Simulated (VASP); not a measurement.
# LiHF2 (R-3m) in VASP: further runs, part 2 of 2

VASP 6.6.1.

**4. Single point, r2SCAN**

This run uses another cell than the first one, of 8.79 Å³/atom, 1.080 times its volume.

Input file POSCAR:

```
LiHF2
1.0
    1.5051044125      0.8689718146      4.4801598940
   -1.5051044125      0.8689718146      4.4801598940
    0.0000000000     -1.7379446553      4.4801598940
Li H F
1 1 2
Direct
    0.0000000000      0.0000000000      0.0000000000
    0.5000000000      0.5000000000      0.5000000000
    0.4133020000      0.4133020000      0.4133020000
    0.5866980000      0.5866980000      0.5866980000
```

Input file INCAR.step1:

```
PREC = Accurate ; ENCUT = 520
ISMEAR = 1 ; SIGMA = 0.1
LREAL = False ; LASPH = True
NELM = 100 ; NBANDS = 17
GGA = PE ; ALGO = Normal
EDIFF = 1E-4 ; LWAVE = True
LCHARG = False
```

Input file INCAR.step2:

```
PREC = Accurate ; ENCUT = 520
EDIFF = 1E-7 ; ISMEAR = 1
SIGMA = 0.1 ; LREAL = False
LASPH = True ; NELM = 100
ALGO = Normal ; ISIF = 2
LWAVE = False ; LCHARG = False
METAGGA = R2SCAN ; LMIXTAU = True
NBANDS = 17 ; ISTART = 1
```

Input file KPOINTS:

```
Automatic mesh
0
Gamma
  7 7 7
```

Potentials or basis: VASP PAW PBE potentials, release 64 (Li_sv, H, F).

The run is started by

```sh
$ cat potpaw_PBE.64/Li_sv/POTCAR potpaw_PBE.64/H/POTCAR potpaw_PBE.64/F/POTCAR > POTCAR
$ cp INCAR.step1 INCAR
$ mpirun -np 1 vasp_std > vasp.out
$ cp INCAR.step2 INCAR
$ mpirun -np 1 vasp_std > vasp.out
```

OUTCAR:

```text
PREC = Accurate
   ENCUT = 520
   EDIFF = 1E-7
   ISMEAR = 1
   LREAL = False
   LASPH = True
   NELM = 100
   ISIF = 2
   METAGGA = R2SCAN
   ISTART = 1

 ion  position               nearest neighbor table
   1  0.000  0.000  0.000-   4 2.04   3 2.04   4 2.04   4 2.04   3 2.04   3 2.04
   2  0.500  0.500  0.500-   3 1.17   4 1.17
   3  0.413  0.413  0.413-   2 1.17   1 2.04   1 2.04   1 2.04
   4  0.587  0.587  0.587-   2 1.17   1 2.04   1 2.04   1 2.04

  LATTYP: Found a trigonal (rhomboedric) cell.
[... 671 lines left out ...]
     16      17.7003      0.00000
     17      20.5959      0.00000

 [... further k-points ...]
[... 5 lines left out ...]
  --------------------------------------------------------------------------------------
  -------------------------------------------------------------------------------------
  Total       -0.6285600     -0.6285595     -2.2122572     -0.0000000      0.0000002      0.0000000
  in kB      -28.6444202    -28.6444017   -100.8158807     -0.0000000      0.0000077      0.0000000
  external PRESSURE =     -52.7015675 kB  Pullay stress =       0.0000000 kB

 VOLUME and BASIS-vectors are now :
 -----------------------------------------------------------------------------
  energy-cutoff  :      520.00
  volume of cell :       35.16
      direct lattice vectors                 reciprocal lattice vectors
     1.505104412  0.868971815  4.480159894     0.332202866  0.191797476  0.074402121
    -1.505104412  0.868971815  4.480159894    -0.332202866  0.191797476  0.074402121
     0.000000000 -1.737944655  4.480159894     0.000000000 -0.383594953  0.074402077

 POSITION                                       TOTAL-FORCE (eV/Angst)
 -----------------------------------------------------------------------------------
      0.00000      0.00000      0.00000         0.000000     -0.000000      0.000000
      0.00000     -0.00000      6.72024        -0.000000     -0.000000      0.000000
      0.00000     -0.00000      5.55498         0.000000     -0.000000      0.494058
      0.00000     -0.00000      7.88550         0.000000      0.000000     -0.494058
 -----------------------------------------------------------------------------------
    total drift:                                0.000000     -0.000000      0.000000

  FREE ENERGIE OF THE ION-ELECTRON SYSTEM (eV)
  ---------------------------------------------------
  free  energy   TOTEN  =       -21.8969192888 eV

  energy  without entropy=      -21.8982379892  energy(sigma->0) =      -21.89735886
```

It took 79 s on 1 thread of Intel Xeon 6975P-C (Granite Rapids), shared host; peak memory 0.22 GiB.

What came out:

| Quantity | Value |
| --- | --- |
| Free energy | -21.8969 eV |
| Largest force | 0.494 eV/Å |
| Band gap on the k mesh | 8.82 eV, indirect (least direct gap 9.00 eV) |

Forces on the atoms (eV/Å):
```
Li   0.000  0.000  0.000
H    0.000  0.000  0.000
F    0.000  0.000  0.494
F    0.000  0.000 -0.494
```

Caveat: the cutoff is under 1.25 times the usual one of these potentials, so pressure, stress and relaxed cells hold a basis-set (Pulay) error; the PAW data sets were made with another functional, which shifts forces and pressure a little. r2SCAN opens gaps a little over a GGA but as a rule still falls short of measured ones.

**5. Single point, r2SCAN**

This run uses another cell than the first one, of 9.11 Å³/atom, 1.120 times its volume.

Input file POSCAR:

```
LiHF2
1.0
    1.5234611535      0.8795700764      4.5348013754
   -1.5234611535      0.8795700764      4.5348013754
    0.0000000000     -1.7591411913      4.5348013754
Li H F
1 1 2
Direct
    0.0000000000      0.0000000000      0.0000000000
    0.5000000000      0.5000000000      0.5000000000
    0.4133020000      0.4133020000      0.4133020000
    0.5866980000      0.5866980000      0.5866980000
```

Input file INCAR.step1:

```
SYSTEM = LiHF2
PREC     = Accurate       ! precision mode
ENCUT    = 520            ! plane-wave cutoff, eV
ISMEAR   = 1              ! smearing method
SIGMA    = 0.1            ! smearing width, eV
LREAL    = .False.        ! projectors in reciprocal space
LASPH    = .True.         ! aspherical terms in the spheres
NELM     = 80             ! most SCF steps
NBANDS   = 17             ! bands
GGA      = PE             ! functional
ALGO     = Normal         ! electronic algorithm
EDIFF    = 1E-4           ! SCF threshold, eV
LWAVE    = .True.         ! write WAVECAR
LCHARG   = .False.        ! write CHGCAR
```

Input file INCAR.step2:

```
SYSTEM = LiHF2
PREC     = Accurate       ! precision mode
ENCUT    = 520            ! plane-wave cutoff, eV
EDIFF    = 1E-6           ! SCF threshold, eV
ISMEAR   = 1              ! smearing method
SIGMA    = 0.1            ! smearing width, eV
LREAL    = .False.        ! projectors in reciprocal space
LASPH    = .True.         ! aspherical terms in the spheres
NELM     = 80             ! most SCF steps
ALGO     = Normal         ! electronic algorithm
ISIF     = 2              ! what is computed and relaxed
LWAVE    = .False.        ! write WAVECAR
LCHARG   = .False.        ! write CHGCAR
METAGGA  = R2SCAN         ! meta-GGA
LMIXTAU  = .True.       
NBANDS   = 17             ! bands
ISTART   = 1
```

Input file KPOINTS:

```
Automatic mesh
0
Gamma
  7 7 7
  0 0 0
```

The run is started by

```sh
$ cat potpaw_PBE.64/Li_sv/POTCAR potpaw_PBE.64/H/POTCAR potpaw_PBE.64/F/POTCAR > POTCAR
$ cp INCAR.step1 INCAR
$ mpirun -np 1 vasp_std > vasp.out
$ cp INCAR.step2 INCAR
$ mpirun -np 1 vasp_std > vasp.out
```

It took 69 s on 1 thread of Intel Xeon 6975P-C (Granite Rapids), shared host; peak memory 0.21 GiB.

It converged, with:

| Property | Result |
| --- | --- |
| Free energy | -21.8494 eV |
| Largest force | 0.705 eV/Å |
| Band gap on the k mesh | 8.61 eV, indirect (least direct gap 8.78 eV) |

Forces on the atoms (eV/Å):
```
Li   0.000  0.000  0.000
H    0.000  0.000  0.000
F    0.000  0.000  0.705
F    0.000  0.000 -0.705
```

Levels at points of the mesh, in eV from the valence-band top:
| k point | band 5 | band 6 | band 7 | band 8 | band 9 | band 10 | band 11 | band 12 | band 13 | band 14 |
| --- | --- | --- | --- | --- | --- | --- | --- | --- | --- | --- |
| (0.00, 0.00, 0.00) | -0.34 | -0.34 | -0.25 | -0.17 | -0.17 | 8.61 | 13.69 | 17.17 | 18.51 | 21.02 |

Caveat: the cutoff is under 1.25 times the usual one of these potentials, so pressure, stress and relaxed cells hold a basis-set (Pulay) error; the PAW data sets were made with another functional, which shifts forces and pressure a little. r2SCAN opens gaps a little over a GGA but as a rule still falls short of measured ones.

**6. The runs side by side**

```csv
cell,gap on the mesh (eV),largest force (eV/Å)
"a = 4.684 Å, angles 36.5°, 4 atoms",9.27,0.01
"a = 4.745 Å, angles 36.5°, 4 atoms",9.04,0.26
"a = 4.805 Å, angles 36.5°, 4 atoms",8.82,0.49
"a = 4.864 Å, angles 36.5°, 4 atoms",8.61,0.70
```

Alike in all rows: task single point; level r2SCAN; potentials or basis VASP PAW PBE potentials, release 64 (Li_sv, H, F); no spin polarisation; k mesh 7 × 7 × 7; cutoff (eV) 520; smearing methfessel-paxton 0.1 eV.

Caveats: the cutoff is under 1.25 times the usual one of these potentials, so pressure, stress and relaxed cells hold a basis-set (Pulay) error; the PAW data sets were made with another functional, which shifts forces and pressure a little.

Total energies depend on the potentials used, so only differences within one code and one set of settings carry meaning.
